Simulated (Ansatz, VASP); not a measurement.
**Ga: VASP beside Ansatz**

```
CELL_PARAMETERS angstrom
1.40367 -4.28056 0.02519
1.40367 4.28056 0.02519
-0.05854 0.00000 3.27626
ATOMIC_POSITIONS crystal
Ga 0.86771 0.13229 0.25000
Ga 0.13229 0.86771 0.75000
```

Alike in both runs: functional revPBE; k mesh 12 × 12 × 10; occupations fermi-dirac, width 0.1 eV; no spin polarisation.

Ansatz relaxed the structure, and its values are those at the end. VASP's run is a single point on that final structure, the one shown.

```csv
,VASP,Ansatz
version,VASP 6.6.1,Ansatz 0.2.0
potentials or method,"VASP PAW PBE potentials, release 64 (Ga_d), cutoff 520 eV","plane waves (420 eV) with PAW, scalar-relativistic"
valence electrons in the cell,26,26
```

|  | VASP | Ansatz | Ansatz less VASP |
| --- | --- | --- | --- |
| pressure (GPa) | 0.2 | 0.0 | -0.18 |

VASP's potentials were made for PBE, not for revPBE. The functional is the same, so the differences come from potentials, cutoffs and numerics.
